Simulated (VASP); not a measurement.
# Cu4W (P6/mmm) in VASP: further runs, part 2 of 2

VASP 6.6.1.

## (3) Single point, PBE

This run uses another cell than the first one, of 20.93 Å³/atom.

Input file INCAR:

```
ALGO     = Normal         # electronic algorithm
EDIFF    = 1E-6           # SCF threshold, eV
ENCUT    = 520            # plane-wave cutoff, eV
GGA      = PE             # functional
ISIF     = 2              # what is computed and relaxed
ISMEAR   = 0              # smearing method
LASPH    = T              # aspherical terms in the spheres
LCHARG   = T              # write CHGCAR
LELF     = T              # ELF
LREAL    = F              # projectors in reciprocal space
LVHAR    = T            
LWAVE    = F              # write WAVECAR
NBANDS   = 37             # bands
NELM     = 60             # most SCF steps
PREC     = Accurate       # precision mode
SIGMA    = 0.1            # smearing width, eV
```

Input file KPOINTS:

```
k-points
0
Gamma
  6 6 4
```

Input file POSCAR:

```
Cu4W
1.0
    4.9980002099      0.0000000000      0.0000000000
   -2.4990001050      4.3283951499      0.0000000000
    0.0000000000      0.0000000000      4.8384999626
Cu W
4 1
Direct
    0.0000000000      0.0000000000      0.0000000000
    0.5000000000      0.0000000000      0.5000000000
    0.0000000000      0.5000000000      0.5000000000
    0.5000000000      0.5000000000      0.5000000000
    0.0000000000      0.0000000000      0.5000000000
```

Potentials or basis: VASP PAW PBE potentials, release 64 (Cu, W_sv).

Started as:

```console
$ cat potpaw_PBE.64/Cu/POTCAR potpaw_PBE.64/W_sv/POTCAR > POTCAR
$ mpirun -np 1 vasp_std > vasp.out
```

OUTCAR:

```text
EDIFF = 1E-6
   ENCUT = 520
   GGA = PE
   ISIF = 2
   ISMEAR = 0
   LASPH = T
   LREAL = F
   NELM = 60
   PREC = Accurate

 ion  position               nearest neighbor table
   1  0.000  0.000  0.000-   5 2.42   5 2.42
   2  0.500  0.000  0.500-   3 2.50   3 2.50   5 2.50   5 2.50   4 2.50   4 2.50
   3  0.000  0.500  0.500-   2 2.50   2 2.50   4 2.50   4 2.50   5 2.50   5 2.50
   4  0.500  0.500  0.500-   5 2.50   5 2.50   3 2.50   3 2.50   2 2.50   2 2.50
   5  0.000  0.000  0.500-   1 2.42   1 2.42   4 2.50   4 2.50   2 2.50   2 2.50   3 2.50   3 2.50

  LATTYP: Found a hexagonal cell.
 ALAT       =     4.9980002099
 C/A-ratio  =     0.9680871868

  Lattice vectors:

 A1 = (   4.9980002099,   0.0000000000,   0.0000000000)
 A2 = (  -2.4990001050,   4.3283951499,   0.0000000000)
 A3 = (   0.0000000000,   0.0000000000,   4.8384999626)

Analysis of symmetry for initial positions (statically):
=====================================================================
 Subroutine PRICEL returns:
 Original cell was already a primitive cell.

 Routine SETGRP: Setting up the symmetry group for a
 hexagonal supercell.

 Subroutine GETGRP returns: Found 24 space group operations
 (whereof 24 operations were pure point group operations)
 out of a pool of 24 trial point group operations.

The static configuration has the point symmetry D_6h.

Analysis of symmetry for dynamics (positions and initial velocities):
=====================================================================
 Subroutine PRICEL returns:
 Original cell was already a primitive cell.

 Routine SETGRP: Setting up the symmetry group for a
 hexagonal supercell.

 Subroutine GETGRP returns: Found 24 space group operations
 (whereof 24 operations were pure point group operations)
 out of a pool of 24 trial point group operations.

The dynamic configuration has the point symmetry D_6h.

 Subroutine INISYM returns: Found 24 space group operations
 (whereof 24 operations are pure point group operations),
 and found     1 'primitive' translations

----------------------------------------------------------------------------------------

                                     Primitive cell

  volume of cell :     104.6728

  direct lattice vectors                    reciprocal lattice vectors
     4.998000210  0.000000000  0.000000000     0.200080024  0.115516255  0.000000000
    -2.499000105  4.328395150  0.000000000     0.000000000  0.231032511  0.000000000
     0.000000000  0.000000000  4.838499963     0.000000000  0.000000000  0.206675624

  length of vectors
     4.998000210  4.998000210  4.838499963     0.231032511  0.231032511  0.206675624

  position of ions in fractional coordinates (direct lattice)
     0.000000000  0.000000000  0.000000000
     0.500000000  0.000000000  0.500000000
     0.000000000  0.500000000  0.500000000
     0.500000000  0.500000000  0.500000000
     0.000000000  0.000000000  0.500000000

  ion indices of the primitive-cell ions
   primitive index   ion index
                 1           1
                 2           2
                 3           3
[... 23 lines left out ...]

 Subroutine IBZKPT returns following result:
 ===========================================

 Found     21 irreducible k-points:

 Following reciprocal coordinates:
            Coordinates               Weight
  0.000000  0.000000  0.000000      1.000000
  0.166667 -0.000000  0.000000      6.000000
  0.333333  0.000000  0.000000      6.000000
  0.500000  0.000000  0.000000      3.000000
  0.166667  0.166667  0.000000      6.000000
  0.333333  0.166667  0.000000     12.000000
[... 13 lines left out ...]
  0.333333  0.166667  0.500000     12.000000
  0.333333  0.333333  0.500000      2.000000
   k-points           NKPTS =     21   k-points in BZ     NKDIM =     21   number of bands    NBANDS=     37
   number of dos      NEDOS =    301   number of ions     NIONS =      5
   total plane-waves  NPLWV =  57600
   dimension x,y,z NGX =    40 NGY =   40 NGZ =   36
   dimension x,y,z NGXF=    80 NGYF=   80 NGZF=   72
   ions per type =               4   1
   NGX,Y,Z   is equivalent  to a cutoff of  13.30, 13.30, 12.37 a.u.
   NGXF,Y,Z  is equivalent  to a cutoff of  26.61, 26.61, 24.74 a.u.
 SYSTEM =  unknown system
   PREC   = accura    normal or accurate (medium, high low for compatibility)
   ISTART =      0    job   : 0-new  1-cont  2-samecut
   ICHARG =      2    charge: 1-file 2-atom 10-const
   ISPIN  =      1    spin polarized calculation?
   LNONCOLLINEAR =      F non collinear calculations
   LSORBIT =      F    spin-orbit coupling
   LASPH  =      T    aspherical Exc in radial PAW
   ENCUT  =  520.0 eV  38.22 Ry    6.18 a.u.   9.29  9.29  9.00*2*pi/ulx,y,z
   NELM   =     60;   NELMIN=  2; NELMDL= -5     # of ELM steps
   EDIFF  = 0.1E-05   stopping-criterion for ELM
   LREAL  =      F    real-space projection
   EDIFFG = 0.1E-04   stopping-criterion for IOM
   NSW    =      0    number of steps for IOM
   IBRION =     -1    ionic relax: 0-MD 1-quasi-New 2-CG
   NFREE  =      0    steps in history (QN), initial steepest desc. (CG)
   ISIF   =      2    stress and relaxation
   ISYM   =      2    0-nonsym 1-usesym 2-fastsym
   POTIM  = 0.5000    time-step for ionic-motion
   TEBEG  =    0.0;   TEEND  =   0.0 temperature during run
   PSTRESS=    0.0 pullay stress
   NELECT =      58.0000    total number of electrons
   NUPDOWN=      -1.0000    fix difference up-down
   EMIN   =  10.00;   EMAX   =-10.00  energy-range for DOS
   EFERMI =   0.00;   METHOD = LEGACY
   ISMEAR =     0;   SIGMA  =   0.10  broadening in eV -4-tet -1-fermi 0-gaus
   EFERMI_NEDOS =   21; number of points for ismear=-14 and -15
   IALGO  =     38    algorithm
   IMIX   =      4    mixing-type and parameters
     AMIX     =   0.40;   BMIX     =  1.00
     AMIX_MAG =   1.60;   BMIX_MAG =  1.00
  volume/ion in A,a.u.               =      20.93       141.27
  Fermi-wavevector in a.u.,A,eV,Ry     =   1.344641  2.541002 24.600124  1.808058
  Thomas-Fermi vector in A             =   2.472618
   LORBIT       =      0    0 simple, 1 ext, 2 COOP (PROOUT), +10 PAW based schemes
   GGA     = PE    functional components
   LHFCALC =     F    Hartree Fock is set to
   AEXX    =    0.0000 exact exchange contribution
   IVDW    =     0    specifies the selected vdW correction
   LEPSILON=     F    determine dielectric tensor
   LRPA    =     F    only Hartree local field effects (RPA)
 non-spin polarized calculation
 Gauss-broadening in eV      SIGMA  =   0.10
  energy-cutoff  :      520.00
  volume of cell :      104.67
 maximum number of plane-waves:      2834
 NGX is ok and might be reduce to    40
   NGX = 19   NGY = 19   NGZ = 17

 number of electron      58.0000048 magnetization

 Free energy of the ion-electron system (eV)
  ---------------------------------------------------
  ext. energy  EPLUGINS =         0.00000000
  ---------------------------------------------------
  free energy    TOTEN  =       -21.38886380 eV

  energy without entropy =      -21.36149326  energy(sigma->0) =      -21.37517853

 E-fermi :   3.1977     XC(G=0):  -9.7111

 val. band max:        3.1642045262   @ k =   0.5000   0.0000   0.5000
 cond. band min:       3.2245326219   @ k =   0.3333   0.1667   0.0000
 fundamental gap:      0.0603280958
 Fermi energy:         3.1977110633

 k-point     1 :       0.0000    0.0000    0.0000
  band No.  band energies     occupation
      1     -70.7310      2.00000
      2     -35.0420      2.00000
      3     -35.0420      2.00000
      4     -34.8298      2.00000
      5      -4.0434      2.00000
      6      -1.9039      2.00000
[... 829 lines left out ...]
     36      11.0671      0.00000
     37      11.0970      0.00000

------------------------ aborting loop because EDIFF is reached ----------------------------------------

  FORCE on cell =-STRESS in cart. coord.  units (eV):
  Direction    XX          YY          ZZ          XY          YZ          ZX
  --------------------------------------------------------------------------------------
  -------------------------------------------------------------------------------------
  Total        0.2971384      0.2971384      0.1835555     -0.0000000      0.0000000      0.0000000
  in kB        4.5481576      4.5481576      2.8095979     -0.0000000      0.0000000      0.0000000
  external PRESSURE =       3.9686377 kB  Pullay stress =       0.0000000 kB

 VOLUME and BASIS-vectors are now :
 -----------------------------------------------------------------------------
  energy-cutoff  :      520.00
  volume of cell :      104.67
      direct lattice vectors                 reciprocal lattice vectors
     4.998000210  0.000000000  0.000000000     0.200080024  0.115516255  0.000000000
    -2.499000105  4.328395150  0.000000000     0.000000000  0.231032511  0.000000000
     0.000000000  0.000000000  4.838499963     0.000000000  0.000000000  0.206675624

 POSITION                                       TOTAL-FORCE (eV/Angst)
 -----------------------------------------------------------------------------------
      0.00000      0.00000      0.00000         0.000000      0.000000      0.000000
      2.49900      0.00000      2.41925         0.000000      0.000000      0.000000
     -1.24950      2.16420      2.41925         0.000000      0.000000      0.000000
      1.24950      2.16420      2.41925        -0.000000      0.000000      0.000000
      0.00000      0.00000      2.41925         0.000000      0.000000      0.000000
 -----------------------------------------------------------------------------------
    total drift:                               -0.000000      0.000000     -0.000000

  FREE ENERGIE OF THE ION-ELECTRON SYSTEM (eV)
  ---------------------------------------------------
  free  energy   TOTEN  =       -21.3888638045 eV

  energy  without entropy=      -21.3614932588  energy(sigma->0) =      -21.37517853
```

Wall time 97 s (1 thread of Intel Xeon Platinum 8488C (Sapphire Rapids), shared host); peak memory 0.26 GiB.

What came out:

| Quantity | Value |
| --- | --- |
| Free energy | -21.3889 eV |
| Pressure | 0.4 GPa |
| Band gap on the k mesh | zero (bands 29 and 30 overlap by 1.54 eV) |

Levels at points of the mesh, in eV from the Fermi level:
| k point | band 26 | band 27 | band 28 | band 29 | band 30 | band 31 | band 32 | band 33 |
| --- | --- | --- | --- | --- | --- | --- | --- | --- |
| (0.00, 0.00, 0.00) | -0.71 | 0.54 | 0.54 | 0.84 | 1.18 | 1.36 | 1.36 | 1.48 |
| (0.50, 0.00, 0.00) | -2.03 | -1.64 | -0.68 | -0.12 | 0.30 | 0.96 | 1.07 | 3.17 |
| (0.00, 0.00, 0.50) | -1.99 | -0.65 | 0.40 | 0.40 | 0.55 | 0.55 | 1.36 | 2.42 |
| (0.50, 0.00, 0.50) | -1.98 | -1.91 | -1.40 | -0.75 | -0.66 | -0.16 | -0.03 | 1.81 |

Caveat: spin-orbit coupling is left out, which moves the levels of the heavy elements.
